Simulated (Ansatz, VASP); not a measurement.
# One calculation of HfN, two programs

INCAR

```
PREC = Accurate
ENCUT = 520
EDIFF = 1E-7
ISMEAR = 0
SIGMA = 0.15
LREAL = False
LASPH = True
NELM = 100
ALGO = Normal
ISIF = 2
LWAVE = False
LCHARG = False
GGA = PE
NBANDS = 14
```

KPOINTS

```
Automatic mesh
0
Gamma
  16 16 16
```

The input POSCAR:

```
HfN
1.0
    0.0000000000      2.4548220000      2.4548220000
    2.4548220000      0.0000000000      2.4548220000
    2.4548220000      2.4548220000      0.0000000000
Hf N
1 1
Direct
   -0.0203680756     -0.0203680756      0.0203680756
    0.7500000000      0.7500000000      0.7500000000
```

Input for Ansatz:

```yaml
crystal:
  lattice:
    - [0.0, 2.454822, 2.454822]
    - [2.454822, 0.0, 2.454822]
    - [2.454822, 2.454822, 0.0]
  atoms:
    - { symbol: Hf, position: [-0.0203680756, -0.0203680756, 0.0203680756] }
    - { symbol: "N", position: [0.75, 0.75, 0.75] }
basis:
  ecutwfc: 420
kpoints:
  mp_grid: { grid: [16, 16, 16] }
hamiltonian:
  xc: pbe
scf:
  occupations: { method: gaussian, width: 0.15 }
output:
  forces: true
  stress: true
  eigenvalues: true
```

Change from the starting cell: all Hf atoms moved -0.100 Å, as atom 1 along Cartesian [0 0 1].

Alike in both runs: task single point; functional PBE; k mesh 16 × 16 × 16; occupations gaussian, width 0.15 eV; no spin polarisation.

|  | VASP | Ansatz |
| --- | --- | --- |
| version | VASP 6.6.1 | Ansatz 0.2.0 |
| potentials or method | VASP PAW PBE potentials, release 64 (Hf_pv, N), cutoff 520 eV | scalar-relativistic, plane waves, PAW |
| valence electrons in the cell | 15 | 31 |

|  | VASP | Ansatz | Ansatz less VASP |
| --- | --- | --- | --- |
| gap on the k mesh at the Fermi level (eV) | none | none | - |
| pressure (GPa) | 0.7 | 1.7 | +1.02 |
| traceless stress, the component that is largest in VASP (GPa) | 5.60 | 5.64 | +0.039 |
| rms of the force components (eV/Å) | 0.674 | 0.674 | +0.0001 |

Atom by atom the forces differ by 0.000 eV/Å (rms over components). A gap of «none» marks a metal or a gap that the smearing closes. VASP's potentials hold 15 valence electrons a cell and Ansatz's 31, so a difference there can come from the potentials and not from the codes.

Neither program's run includes spin-orbit coupling.
